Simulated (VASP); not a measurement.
Set up this calculation in VASP 6.6.1, as the native input.

| Quantity | Value |
| --- | --- |
| Task | single point |
| Functional | r2SCAN |
| Dispersion | rVV10 |
| Potentials or basis | VASP PAW PBE potentials, release 64 (Zn, S) |
| Cutoff | 520 eV |
| k mesh | 10 × 10 × 10 |
| Occupations | fermi-dirac, width 0.03 eV |
| Spin | no spin polarisation |
| Dipole correction | no |
| Further INCAR settings | ALGO = Normal; EDIFF = 1e-07; NBANDS = 26 |

The system is ZnS.

```
Zn S
1.0
    -1.73272    1.73272    6.47809
     1.73272   -1.73272    6.47809
     1.73272    1.73272   -6.47809
Zn S
2 2
Direct
  0.82791 0.82791 0.00000
  0.17209 0.17209 0.00000
  0.64138 0.64138 0.00000
  0.35862 0.35862 0.00000
```

These files were run (other wordings do the same):

POSCAR

```
ZnS
1.0
   -1.7327247217      1.7327247217      6.4780948054
    1.7327247217     -1.7327247217      6.4780948054
    1.7327247217      1.7327247217     -6.4780948054
Zn S
2 2
Direct
    0.8279066810      0.8279066810      0.0000000000
    0.1720933190      0.1720933190      0.0000000000
    0.6413849048      0.6413849048      0.0000000000
    0.3586150952      0.3586150952      0.0000000000
```

INCAR.step1

```
PREC = Accurate ; ENCUT = 520
ISMEAR = -1 ; SIGMA = 0.03
LREAL = False ; LASPH = True
NELM = 100 ; NBANDS = 26
GGA = PE ; ALGO = Normal
EDIFF = 1E-4 ; LWAVE = True
LCHARG = False
```

INCAR.step2

```
PREC = Accurate ; ENCUT = 520
EDIFF = 1E-7 ; ISMEAR = -1
SIGMA = 0.03 ; LREAL = False
LASPH = True ; NELM = 100
ALGO = Normal ; ISIF = 2
LWAVE = False ; LCHARG = True
METAGGA = R2SCAN ; LMIXTAU = True
LUSE_VDW = True ; IVDW_NL = 2
BPARAM = 11.95 ; CPARAM = 0.0093
LELF = True ; LVHAR = True
NBANDS = 26 ; ISTART = 1
```

KPOINTS

```
Automatic mesh
0
Gamma
  10 10 10
```

Potentials or basis: VASP PAW PBE potentials, release 64 (Zn, S).

The run is started by

```bash
$ cat potpaw_PBE.64/Zn/POTCAR potpaw_PBE.64/S/POTCAR > POTCAR
$ cp INCAR.step1 INCAR
$ mpirun -np 1 vasp_std > vasp.out
$ cp INCAR.step2 INCAR
$ mpirun -np 1 vasp_std > vasp.out
```

It gave:

```json
{"Pressure": "0.2 GPa", "Largest force": "0.031 eV/Å", "Band gap on the k mesh": "0.46 eV (least direct gap 2.49 eV)"}
```

Caveat: semilocal functionals underestimate gaps, and a narrow one can read as zero; the PAW data sets were made with another functional, which shifts forces and pressure a little.

Wall time 100 min on 1 thread of Intel Xeon 8259CL, with other jobs on the host, peak memory 1.1 GiB.
